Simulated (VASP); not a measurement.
Wanted: the native input for a VASP 6.6.1 run.

- Task: relaxation of cell and atoms
- Functional: LDA
- Potentials or basis: VASP PAW LDA potentials, release 64 (Ir)
- Cutoff: 500 eV
- k mesh: 10 × 10 × 10
- Occupations: fermi-dirac, width 0.05 eV
- Spin: no spin polarisation
- Dipole correction: no
- Further INCAR settings: ALGO = Normal; EDIFF = 1e-07; IBRION = 2; EDIFFG = -0.01; NSW = 60; ISIF = 3

The structure of Ir lies in POSCAR:

```
Ir
1.0
    1.5298084422      1.5298084422      1.5298084422
   -1.5298084422      1.5298084422      1.5298084422
   -1.5298084422     -1.5298084422      1.5298084422
Ir
1
Direct
    0.0000000000      0.0000000000      0.0000000000
```

This isn't the form of Ir at room conditions, which is fcc.

These files were run (other wordings do the same):

INCAR

```
SYSTEM = Ir
PREC     = Accurate       ! precision mode
ENCUT    = 500            ! plane-wave cutoff, eV
EDIFF    = 1E-7           ! SCF threshold, eV
ISMEAR   = -1             ! smearing method
SIGMA    = 0.05           ! smearing width, eV
LREAL    = .FALSE.        ! projectors in reciprocal space
LASPH    = .TRUE.         ! aspherical terms in the spheres
NELM     = 120            ! most SCF steps
ALGO     = Normal         ! electronic algorithm
ISIF     = 3              ! what is computed and relaxed
LWAVE    = .FALSE.        ! write WAVECAR
LCHARG   = .FALSE.        ! write CHGCAR
IBRION   = 2              ! ionic algorithm
NSW      = 60             ! ionic steps
EDIFFG   = -0.01          ! ionic threshold
GGA_COMPAT= .FALSE.      
NELMIN   = 4
```

KPOINTS

```
regular mesh
0
G
  10 10 10
  0 0 0
```

Potentials or basis: VASP PAW LDA potentials, release 64 (Ir).

The run is started by

```bash
$ cat potpaw_LDA.64/Ir/POTCAR > POTCAR
$ mpirun -np 1 vasp_std > vasp.out
```

It gave:

```yaml
Relaxed_volume: 14.41 Å³/atom
Relaxed_cell: a = 2.655 Å, b = 2.655 Å, c = 2.655 Å, α = 70.53°, β = 109.47°, γ = 70.53°
Space_group_after_relaxing_to_0.1_Å: Im-3m (No. 229)
Energy_gained_by_relaxing: 0.6 meV/atom
Ionic_steps: 3
Pressure_after_relaxing: 0.0 GPa
Band_gap_on_the_k_mesh: zero (an odd number of electrons rules out a gap without spin polarisation)
```

Caveat: spin-orbit coupling is left out, which moves the levels of the heavy elements.

It took 16 s on 1 thread of Intel(R) Xeon(R) Platinum 8175M CPU @ 2.50GHz (Skylake/Cascade Lake) (shared host), peak memory 0.13 GiB.
